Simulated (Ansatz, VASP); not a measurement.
**One calculation of Sn, two programs**

INCAR

```
SYSTEM = Sn
ALGO = Fast ; EDIFF = 1E-6
ENCUT = 520 ; GGA = PS
ISIF = 2 ; ISMEAR = 0
LASPH = .TRUE. ; LCHARG = .TRUE.
LELF = .TRUE. ; LREAL = .FALSE.
LVHAR = .TRUE. ; LWAVE = .FALSE.
NBANDS = 13 ; NELM = 100
PREC = Accurate ; SIGMA = 0.15
```

Contents of KPOINTS:

```
k-points
0
G
  22 22 22
  0 0 0
```

The input POSCAR:

```
Sn
1.0
   -1.9192048979      1.9192048979      1.9660147734
    1.9192048979     -1.9192048979      1.9660147734
    1.9192048979      1.9192048979     -1.9660147734
Sn
1
Direct
    0.0000000000      0.0000000000      0.0000000000
```

Input for Ansatz:

```yaml
crystal:
  lattice:
    - [-1.9192048979, 1.9192048979, 1.9660147734]
    - [1.9192048979, -1.9192048979, 1.9660147734]
    - [1.9192048979, 1.9192048979, -1.9660147734]
  atoms:
    - { symbol: Sn, position: [0.0, 0.0, 0.0] }
basis:
  ecutwfc: 420
kpoints:
  mp_grid: { grid: [22, 22, 22] }
hamiltonian:
  xc: pbesol
scf:
  occupations: { method: gaussian, width: 0.15 }
output:
  forces: true
  stress: true
  eigenvalues: true
```

Change from the starting cell: strain +0.025 along x and y, +0.050 along z, atoms carried along.

Alike in both runs: task single point; functional PBEsol; k mesh 22 × 22 × 22; occupations gaussian, width 0.15 eV; no spin polarisation.

|  | VASP | Ansatz |
| --- | --- | --- |
| version | VASP 6.6.1 | Ansatz 0.2.0 |
| potentials or method | VASP PAW PBE potentials, release 64 (Sn_d), cutoff 520 eV | scalar-relativistic, plane waves, PAW |
| valence electrons in the cell | 14 | 14 |

|  | VASP | Ansatz | Ansatz less VASP |
| --- | --- | --- | --- |
| gap on the k mesh at the Fermi level (eV) | none | none | - |
| pressure (GPa) | -4.5 | -4.5 | -0.04 |
| traceless stress, the component that is largest in VASP (GPa) | 0.22 | 0.22 | +0.001 |

VASP's potentials were made for PBE, not for PBEsol. A gap of «none» marks a metal or a gap that the smearing closes.
